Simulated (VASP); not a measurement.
Wanted: the native input for a VASP 6.6.1 run.

```yaml
Task: single point
Functional: PBEsol
Potentials_or_basis: VASP PAW PBE potentials, release 64 (Au)
Cutoff: 520 eV
k_mesh: 18 × 18 × 18
Occupations: gaussian, width 0.1 eV
Spin: no spin polarisation
Dipole_correction: no
Further_INCAR_settings: ALGO = Fast; EDIFF = 1e-06; NBANDS = 12
```

The structure of Au lies in POSCAR:

```
Au
1.0
    0.0000000000      2.0417677953      2.0417677953
    2.0417677953      0.0000000000      2.0417677953
    2.0417677953      2.0417677953      0.0000000000
Au
1
Direct
    0.0000000000      0.0000000000      0.0000000000
```

These files were run (other wordings do the same):

INCAR

```
PREC = Accurate
ENCUT = 520
EDIFF = 1E-6
ISMEAR = 0
SIGMA = 0.1
LREAL = F
LASPH = T
NELM = 80
ALGO = Fast
ISIF = 2
LWAVE = F
LCHARG = F
GGA = PS
NBANDS = 12
```

KPOINTS

```
regular mesh
0
Gamma
  18 18 18
```

Potentials or basis: VASP PAW PBE potentials, release 64 (Au).

Launch:

```console
$ cat potpaw_PBE.64/Au/POTCAR > POTCAR
$ mpirun -np 1 vasp_std > vasp.out
```

Results of the run:

```json
{
 "Pressure": "-0.2 GPa"
}
```

Caveat: the PAW data sets were made with another functional, which shifts forces and pressure a little.

Run time: 82 s on 1 thread of AMD EPYC 7R43 64-Core Processor (Zen 3), on a shared host, peak memory 0.14 GiB.
